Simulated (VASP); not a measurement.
Write the native input for VASP 6.6.1 that does the following.

| Item | Value |
| --- | --- |
| Task | single point |
| Functional | LDA |
| Potentials or basis | VASP PAW LDA potentials, release 64 (Pt) |
| Cutoff | 520 eV |
| k mesh | 21 × 21 × 10 |
| Occupations | gaussian, width 0.15 eV |
| Spin | collinear spin, ferromagnetic start |
| Starting moments | [0.25, 0.25] μB |
| Fixed moment | 0.5 μB |
| Dipole correction | no |
| Further INCAR settings | ALGO = Normal; EDIFF = 1e-06; NBANDS = 21 |

The structure of Pt lies in POSCAR:

```
Pt
1.0
    2.7082945876      0.0000000000      0.0000000000
   -1.3541472938      2.3454519138      0.0000000000
    0.0000000000      0.0000000000      4.6765103647
Pt
2
Direct
    0.6666666667      0.3333333333      0.7500000000
    0.3333333333      0.6666666667      0.2500000000
```

The input as run:

INCAR

```
SYSTEM = Pt
  PREC = Accurate
  ENCUT = 520
  EDIFF = 1E-6
  ISMEAR = 0
  SIGMA = 0.15
  LREAL = .FALSE.
  LASPH = .TRUE.
  NELM = 150
  ALGO = Normal
  ISIF = 2
  LWAVE = .FALSE.
  LCHARG = .FALSE.
  ISPIN = 2
  MAGMOM = 0.25 0.25
  LORBIT = 11
  NUPDOWN = 0.5
  LMAXMIX = 4
  GGA = CA
  NBANDS = 21
```

KPOINTS

```
Automatic mesh
0
G
  21 21 10
  0 0 0
```

Potentials or basis: VASP PAW LDA potentials, release 64 (Pt).

Command:

```bash
$ cat potpaw_LDA.64/Pt/POTCAR > POTCAR
$ mpirun -np 1 vasp_std > vasp.out
```

It gave:

```
Pressure                                              : 1.2 GPa
Net moment                                            : 0.50 μB per cell
Site moments                                          : Pt +0.24 μB
Valence electrons inside the program's atomic spheres : Pt 9.36
```

Caveat: the total moment is fixed, so each spin has its own Fermi level.

Wall time 95 s on 1 thread of Intel(R) Xeon(R) 6975P-C (Granite Rapids), on a shared host, peak memory 0.33 GiB.
